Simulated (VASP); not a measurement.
Write the native input for VASP 6.6.1 that does the following.

```
Task                   : relaxation of cell and atoms
Functional             : PBEsol
Potentials or basis    : VASP PAW PBE potentials, release 64 (Sc_sv, Al)
Cutoff                 : 600 eV
k mesh                 : 7 × 7 × 7
Occupations            : fermi-dirac, width 0.05 eV
Spin                   : no spin polarisation
Dipole correction      : no
Further INCAR settings : ALGO = Normal; EDIFF = 1e-07; IBRION = 2; EDIFFG = -0.01; NSW = 60; ISIF = 3
```

The structure of ScAl3 lies in POSCAR:

```
ScAl3
1.0
    4.0878065700      0.0000000000      0.0000000000
    0.0000000000      4.0878065700      0.0000000000
    0.0000000000      0.0000000000      4.0878065700
Sc Al
1 3
Direct
    0.0000000000      0.0000000000      0.0000000000
    0.5000000000      0.5000000000      0.0000000000
    0.0000000000      0.5000000000      0.5000000000
    0.5000000000      0.0000000000      0.5000000000
```

These files were run (other wordings do the same):

INCAR

```
SYSTEM = ScAl3
PREC = Accurate
ENCUT = 600
EDIFF = 1E-7
ISMEAR = -1
SIGMA = 0.05
LREAL = .False.
LASPH = .True.
NELM = 60
ALGO = Normal
ISIF = 3
LWAVE = .False.
LCHARG = .False.
GGA = PS
IBRION = 2
NSW = 60
EDIFFG = -0.01
```

KPOINTS

```
Automatic mesh
0
Gamma
  7 7 7
  0 0 0
```

Potentials or basis: VASP PAW PBE potentials, release 64 (Sc_sv, Al).

Launch:

```bash
$ cat potpaw_PBE.64/Sc_sv/POTCAR potpaw_PBE.64/Al/POTCAR > POTCAR
$ mpirun -np 1 vasp_std > vasp.out
```

It gave:

```yaml
Relaxed_volume: 16.89 Å³/atom
Relaxed_cell: a = 4.073 Å, b = 4.073 Å, c = 4.073 Å, α = 90.00°, β = 90.00°, γ = 90.00°
Space_group_after_relaxing_to_0.1_Å: Pm-3m (No. 221)
Energy_gained_by_relaxing: 0.6 meV/atom
Ionic_steps: 3
Pressure_after_relaxing: 0.0 GPa
Band_gap_on_the_k_mesh: zero (bands 10 and 11 overlap by 3.68 eV)
```

Caveat: the PAW data sets were made with another functional, which shifts forces and pressure a little.

Run time: 76 s on 1 thread of Intel Xeon 8259CL, with other jobs on the host, peak memory 0.22 GiB.
